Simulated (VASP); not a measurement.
WSe2, 3 atoms in the cell. The cell holds a slab with vacuum, 3 atoms: a = 3.074 Å, b = 3.074 Å, c = 17.262 Å, α = 90.00°, β = 90.00°, γ = 120.00°.  This cell differs from its parent crystal: biaxial strain in the a-b plane: -6.0 %, then relaxed in part.

| Item | Value |
| --- | --- |
| Program | VASP 6.6.1 |
| Task | single point |
| Functional | PBEsol |
| Potentials or basis | VASP PAW PBE potentials, release 64 (W_sv, Se) |
| Cutoff | 520 eV |
| k mesh | 12 × 12 × 2 |
| Occupations | gaussian, width 0.02 eV |
| Spin | no spin polarisation |
| Dipole correction | no |
| Further INCAR settings | ALGO = Normal; EDIFF = 1e-06; NBANDS = 20 |

Potentials or basis: VASP PAW PBE potentials, release 64 (W_sv, Se).

Launch:

```console
$ cat potpaw_PBE.64/W_sv/POTCAR potpaw_PBE.64/Se/POTCAR > POTCAR
$ mpirun -np 1 vasp_std > vasp.out
```

Hardware: 1 thread of Intel(R) Xeon(R) 6975P-C (Granite Rapids), with other jobs on the host.

Q: Estimate the wall time of this run.

A: It took 50 s on 1 thread of Intel(R) Xeon(R) 6975P-C (Granite Rapids), on a shared host, peak memory 0.3 GiB. Counts: scf iterations 20, k points 38.
